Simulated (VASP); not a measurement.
Here is a VASP 6.6.1 calculation.

INCAR

```
PREC = Accurate
ENCUT = 520
EDIFF = 1E-7
ISMEAR = 0
SIGMA = 0.05
LREAL = False
LASPH = True
NELM = 60
ALGO = Fast
ISIF = 2
LWAVE = False
LCHARG = False
GGA = PE
IVDW = 12
NBANDS = 60
NELECT = 96.0
```

KPOINTS

```
regular mesh
0
Gamma
  6 6 4
```

File POSCAR:

```
Te7Mo4
1.0
    3.4951625106     -6.0537990491      0.0000000000
   -6.9903250212      0.0000000000      0.0000000000
    0.0000000000      0.0000000000     -7.6242894603
Te Mo
7 4
Direct
    0.4983054652      0.2466109305      0.2385782919
    0.1666666667      0.8333333333      0.2385782919
    0.6666666667      0.8333333333      0.2385782919
    0.1666666667      0.3333333333      0.7614217081
    0.6666666667      0.3333333333      0.7614217081
    0.1666666667      0.8333333333      0.7614217081
    0.6666666667      0.8333333333      0.7614217081
    0.0000000000      0.5000000000      0.0000000000
    0.5000000000      0.5000000000      0.0000000000
    0.0000000000      1.0000000000      0.0000000000
    0.5000000000      1.0000000000      0.0000000000
```

Potentials or basis: VASP PAW PBE potentials, release 64 (Te, Mo_sv).

Run with:

```sh
$ cat potpaw_PBE.64/Te/POTCAR potpaw_PBE.64/Mo_sv/POTCAR > POTCAR
$ mpirun -np 1 vasp_std > vasp.out
```

Question: Predict the largest force.

Answer: 4.774 eV/Å.

Question: Estimate the dispersion energy per atom.

Answer: -0.468 eV.

Forces in eV/Å, atoms in the order of the input:
```
Te  -2.763 -2.208 -3.207
Te   2.131  2.415 -0.678
Te   0.004 -0.268 -0.346
Te  -0.204  0.062 -0.026
Te  -0.300 -0.472  0.114
Te   0.311  0.431  0.079
Te   0.221 -0.367  0.402
Mo   0.277  0.286  0.341
Mo  -0.627  0.252  1.211
Mo  -0.644 -0.167  0.263
Mo   1.595  0.035  1.848
```

Caveat: the cell carries a net charge on a neutralising background, which shifts energy and pressure; the cell differs from its parent crystal (atoms taken out, atom 1 moved 0.250 of the way to it and +0.525 Å across, host rigid).
